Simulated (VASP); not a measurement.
# IrF (F-43m) in VASP: single point with PBE

Aim: the single point of IrF with PBE.

Program: VASP 6.6.1. These are calculated values, not measurements. Logs are shortened: lines on timing, memory, paths and dates and some standing lists are left out, and cuts for length are marked.

### 1 The cell of the first run

It takes space group F-43m (No. 216, cubic). Conventional cell: a = 4.607 Å, b = 4.607 Å, c = 4.607 Å, α = 90.00°, β = 90.00°, γ = 90.00°. Ir (site symmetry -43m) has 4 F at 1.99 Å within 2.6 Å. F (site symmetry -43m) has 4 Ir at 1.99 Å within 2.6 Å.

### 2 Single point, PBE, collinear spin, ferromagnetic start

INCAR reads:

```
SYSTEM = IrF
PREC = Accurate ; ENCUT = 520
EDIFF = 1E-6 ; ISMEAR = 0
SIGMA = 0.1 ; LREAL = .FALSE.
LASPH = .TRUE. ; NELM = 150
ALGO = Normal ; ISIF = 2
LWAVE = .FALSE. ; LCHARG = .FALSE.
ISPIN = 2 ; MAGMOM = 1 0
LORBIT = 11 ; LMAXMIX = 4
GGA = PE ; NBANDS = 19
```

KPOINTS reads:

```
Automatic mesh
0
G
  6 6 6
  0 0 0
```

POSCAR reads:

```
IrF
1.0
    0.0000000000      2.3036125100      2.3036125100
    2.3036125100      0.0000000000      2.3036125100
    2.3036125100      2.3036125100      0.0000000000
Ir F
1 1
Direct
    0.0000000000      0.0000000000      0.0000000000
    0.2500000000      0.2500000000      0.2500000000
```

Potentials or basis: VASP PAW PBE potentials, release 64 (Ir, F).

The run is started by

```sh
$ cat potpaw_PBE.64/Ir/POTCAR potpaw_PBE.64/F/POTCAR > POTCAR
$ mpirun -np 1 vasp_std > vasp.out
```

OUTCAR:

```text
SYSTEM = IrF
   PREC = Accurate
   ENCUT = 520
   EDIFF = 1E-6
   ISMEAR = 0
   LREAL = .FALSE.
   LASPH = .TRUE.
   NELM = 150
   ISIF = 2
   ISPIN = 2
   LORBIT = 11
   GGA = PE

 ion  position               nearest neighbor table
   1  0.000  0.000  0.000-   2 1.99   2 1.99   2 1.99   2 1.99
   2  0.250  0.250  0.250-   1 1.99   1 1.99   1 1.99   1 1.99

  LATTYP: Found a face centered cubic cell.
 ALAT       =     4.6072250200

  Lattice vectors:

 A1 = (   0.0000000000,   2.3036125100,   2.3036125100)
 A2 = (   2.3036125100,   0.0000000000,   2.3036125100)
 A3 = (   2.3036125100,   2.3036125100,   0.0000000000)

Analysis of symmetry for initial positions (statically):
=====================================================================
 Subroutine PRICEL returns:
 Original cell was already a primitive cell.

 Routine SETGRP: Setting up the symmetry group for a
 face centered cubic supercell.

 Subroutine GETGRP returns: Found 24 space group operations
 (whereof 24 operations were pure point group operations)
 out of a pool of 48 trial point group operations.

The static configuration has the point symmetry T_d .

Analysis of symmetry for dynamics (positions and initial velocities):
=====================================================================
 Subroutine PRICEL returns:
 Original cell was already a primitive cell.

 Routine SETGRP: Setting up the symmetry group for a
 face centered cubic supercell.

 Subroutine GETGRP returns: Found 24 space group operations
 (whereof 24 operations were pure point group operations)
 out of a pool of 48 trial point group operations.

The dynamic configuration has the point symmetry T_d .

Analysis of structural, dynamic, and magnetic symmetry:
=====================================================================
 Subroutine PRICEL returns:
 Original cell was already a primitive cell.

 Routine SETGRP: Setting up the symmetry group for a
 face centered cubic supercell.

 Subroutine GETGRP returns: Found 24 space group operations
 (whereof 24 operations were pure point group operations)
 out of a pool of 48 trial point group operations.

The overall configuration has the point symmetry T_d .

 Subroutine INISYM returns: Found 24 space group operations
 (whereof 24 operations are pure point group operations),
 and found     1 'primitive' translations

----------------------------------------------------------------------------------------

                                     Primitive cell

  volume of cell :      24.4488

  direct lattice vectors                    reciprocal lattice vectors
     0.000000000  2.303612510  2.303612510    -0.217050393  0.217050393  0.217050393
     2.303612510  0.000000000  2.303612510     0.217050393 -0.217050393  0.217050393
     2.303612510  2.303612510  0.000000000     0.217050393  0.217050393 -0.217050393

  length of vectors
     3.257800054  3.257800054  3.257800054     0.375942308  0.375942308  0.375942308

  position of ions in fractional coordinates (direct lattice)
     0.000000000  0.000000000  0.000000000
     0.250000000  0.250000000  0.250000000

  ion indices of the primitive-cell ions
   primitive index   ion index
                 1           1
                 2           2

----------------------------------------------------------------------------------------

 KPOINTS: Automatic mesh

Automatic generation of k-mesh.
 Grid dimensions read from file:
 generate k-points for:    6    6    6

 Generating k-lattice:

  Cartesian coordinates                     Fractional coordinates (reciprocal lattice)
    -0.036175065  0.036175065  0.036175065     0.166666667  0.000000000  0.000000000
     0.036175065 -0.036175065  0.036175065     0.000000000  0.166666667  0.000000000
     0.036175065  0.036175065 -0.036175065     0.000000000  0.000000000  0.166666667

  Length of vectors
     0.062657051  0.062657051  0.062657051

  Shift w.r.t. Gamma in fractional coordinates (k-lattice)
     0.000000000  0.000000000  0.000000000

 Subroutine IBZKPT returns following result:
 ===========================================

 Found     16 irreducible k-points:

 Following reciprocal coordinates:
            Coordinates               Weight
  0.000000  0.000000  0.000000      1.000000
  0.166667  0.000000  0.000000      8.000000
  0.333333  0.000000  0.000000      8.000000
  0.500000  0.000000  0.000000      4.000000
  0.166667  0.166667  0.000000      6.000000
  0.333333  0.166667  0.000000     24.000000
[... 8 lines left out ...]
 -0.333333  0.333333  0.166667     24.000000
 -0.333333  0.500000  0.166667     12.000000
   k-points           NKPTS =     16   k-points in BZ     NKDIM =     16   number of bands    NBANDS=     19
   number of dos      NEDOS =    301   number of ions     NIONS =      2
   total plane-waves  NPLWV =  13824
   dimension x,y,z NGX =    24 NGY =   24 NGZ =   24
   dimension x,y,z NGXF=    48 NGYF=   48 NGZF=   48
   ions per type =               1   1
   NGX,Y,Z   is equivalent  to a cutoff of  12.25, 12.25, 12.25 a.u.
   NGXF,Y,Z  is equivalent  to a cutoff of  24.49, 24.49, 24.49 a.u.
 SYSTEM =  IrF
   PREC   = accura    normal or accurate (medium, high low for compatibility)
   ISTART =      0    job   : 0-new  1-cont  2-samecut
   ICHARG =      2    charge: 1-file 2-atom 10-const
   ISPIN  =      2    spin polarized calculation?
   LNONCOLLINEAR =      F non collinear calculations
   LSORBIT =      F    spin-orbit coupling
   LASPH  =      T    aspherical Exc in radial PAW
   ENCUT  =  520.0 eV  38.22 Ry    6.18 a.u.   6.06  6.06  6.06*2*pi/ulx,y,z
   NELM   =    150;   NELMIN=  2; NELMDL= -5     # of ELM steps
   EDIFF  = 0.1E-05   stopping-criterion for ELM
   LREAL  =      F    real-space projection
   EDIFFG = 0.1E-04   stopping-criterion for IOM
   NSW    =      0    number of steps for IOM
   IBRION =     -1    ionic relax: 0-MD 1-quasi-New 2-CG
   NFREE  =      0    steps in history (QN), initial steepest desc. (CG)
   ISIF   =      2    stress and relaxation
   ISYM   =      2    0-nonsym 1-usesym 2-fastsym
   POTIM  = 0.5000    time-step for ionic-motion
   TEBEG  =    0.0;   TEEND  =   0.0 temperature during run
   PSTRESS=    0.0 pullay stress
   NELECT =      16.0000    total number of electrons
   NUPDOWN=      -1.0000    fix difference up-down
   EMIN   =  10.00;   EMAX   =-10.00  energy-range for DOS
   EFERMI =   0.00;   METHOD = LEGACY
   ISMEAR =     0;   SIGMA  =   0.10  broadening in eV -4-tet -1-fermi 0-gaus
   EFERMI_NEDOS =   21; number of points for ismear=-14 and -15
   IALGO  =     38    algorithm
   IMIX   =      4    mixing-type and parameters
     AMIX     =   0.40;   BMIX     =  1.00
     AMIX_MAG =   1.60;   BMIX_MAG =  1.00
  volume/ion in A,a.u.               =      12.22        82.49
  Fermi-wavevector in a.u.,A,eV,Ry     =   1.421332  2.685927 27.486264  2.020183
  Thomas-Fermi vector in A             =   2.542152
   LORBIT       =     11    0 simple, 1 ext, 2 COOP (PROOUT), +10 PAW based schemes
   GGA     = PE    functional components
   LHFCALC =     F    Hartree Fock is set to
   AEXX    =    0.0000 exact exchange contribution
   IVDW    =     0    specifies the selected vdW correction
   LEPSILON=     F    determine dielectric tensor
   LRPA    =     F    only Hartree local field effects (RPA)
 spin polarized calculation
 Gauss-broadening in eV      SIGMA  =   0.10
  energy-cutoff  :      520.00
  volume of cell :       24.45
 maximum number of plane-waves:       680
   NGX = 13   NGY = 13   NGZ = 13

 number of electron      15.9999993 magnetization       1.9991167

 Free energy of the ion-electron system (eV)
  ---------------------------------------------------
  ext. energy  EPLUGINS =         0.00000000
  ---------------------------------------------------
  free energy    TOTEN  =        -6.80973495 eV

  energy without entropy =       -6.80534494  energy(sigma->0) =       -6.80753994

 E-fermi :   7.6878     XC(G=0): -12.3113

 val. band max:        7.6807126228   @ k =   0.1667   0.0000   0.0000
 cond. band min:       7.7120442880   @ k =  -0.1667   0.1667   0.0000
 fundamental gap:      0.0313316652
 Fermi energy:         7.6878281705

 spin component 1

 k-point     1 :       0.0000    0.0000    0.0000
  band No.  band energies     occupation
      1     -20.9273      1.00000
      2      -3.4356      1.00000
      3      -3.4356      1.00000
      4      -3.4356      1.00000
      5       3.2296      1.00000
      6       5.0386      1.00000
[... 11 lines left out ...]
     18      30.7203      0.00000
     19      33.5579      0.00000
[... 309 lines left out ...]
 k-point    16 :      -0.3333    0.5000    0.1667
  band No.  band energies     occupation
      1     -20.5552      1.00000
      2      -3.5156      1.00000
      3      -2.6873      1.00000
      4      -2.2977      1.00000
      5       3.3268      1.00000
      6       4.3204      1.00000
[... 11 lines left out ...]
     18      33.0083      0.00000
     19      36.5137      0.00000
 Fermi energy:         7.6878281705

 spin component 2

 k-point     1 :       0.0000    0.0000    0.0000
  band No.  band energies     occupation
      1     -20.5166      1.00000
      2      -2.8370      1.00000
      3      -2.8370      1.00000
      4      -2.8367      1.00000
      5       3.6036      1.00000
      6       5.8490      1.00000
[... 11 lines left out ...]
     18      31.0916      0.00000
     19      33.8454      0.00000
[... 309 lines left out ...]
 k-point    16 :      -0.3333    0.5000    0.1667
  band No.  band energies     occupation
      1     -20.1290      1.00000
      2      -3.0972      1.00000
      3      -2.2411      1.00000
      4      -1.8277      1.00000
      5       4.4252      1.00000
      6       5.1468      1.00000
[... 11 lines left out ...]
     18      33.2837      0.00000
     19      37.0864      0.00000

------------------------ aborting loop because EDIFF is reached ----------------------------------------

  FORCE on cell =-STRESS in cart. coord.  units (eV):
  Direction    XX          YY          ZZ          XY          YZ          ZX
  --------------------------------------------------------------------------------------
  -------------------------------------------------------------------------------------
  Total        9.9368681      9.9368681      9.9368681     -0.0000000     -0.0000000      0.0000000
  in kB      651.1811591    651.1811591    651.1811591     -0.0000000     -0.0000000      0.0000000
  external PRESSURE =     651.1811591 kB  Pullay stress =       0.0000000 kB

 VOLUME and BASIS-vectors are now :
 -----------------------------------------------------------------------------
  energy-cutoff  :      520.00
  volume of cell :       24.45
      direct lattice vectors                 reciprocal lattice vectors
     0.000000000  2.303612510  2.303612510    -0.217050393  0.217050393  0.217050393
     2.303612510  0.000000000  2.303612510     0.217050393 -0.217050393  0.217050393
     2.303612510  2.303612510  0.000000000     0.217050393  0.217050393 -0.217050393

 POSITION                                       TOTAL-FORCE (eV/Angst)
 -----------------------------------------------------------------------------------
      0.00000      0.00000      0.00000         0.000000      0.000000      0.000000
      1.15181      1.15181      1.15181        -0.000000     -0.000000     -0.000000
 -----------------------------------------------------------------------------------
    total drift:                               -0.000001     -0.000001     -0.000001

  FREE ENERGIE OF THE ION-ELECTRON SYSTEM (eV)
  ---------------------------------------------------
  free  energy   TOTEN  =        -6.8097349524 eV

  energy  without entropy=       -6.8053449361  energy(sigma->0) =       -6.80753994

 total charge

# of ion       s       p       d       tot
------------------------------------------
    1        0.448   0.510   7.144   8.103
    2        1.766   4.387   0.000   6.153
--------------------------------------------------
tot          2.214   4.898   7.144  14.256

 magnetization (x)

# of ion       s       p       d       tot
------------------------------------------
    1        0.020   0.024   1.715   1.760
    2        0.024   0.185   0.000   0.209
--------------------------------------------------
tot          0.045   0.209   1.715   1.969
```

Run time: 13 s. Hardware: 1 thread of Intel Xeon 6975P-C, shared host; peak memory 0.16 GiB.

What came out:

```yaml
Free_energy: -6.8097 eV
Pressure: 65.1 GPa
Band_gap_on_the_k_mesh: zero (filled and empty bands overlap)
Net_moment: 2.00 μB per cell
Site_moments: Ir +1.76; F +0.21 μB
Valence_electrons_inside_the_program's_atomic_spheres: Ir 8.10; F 6.15
```

Caveat: the k points lie up to 0.39 Å⁻¹ apart; spin-orbit coupling is left out, which moves the levels of the heavy elements.
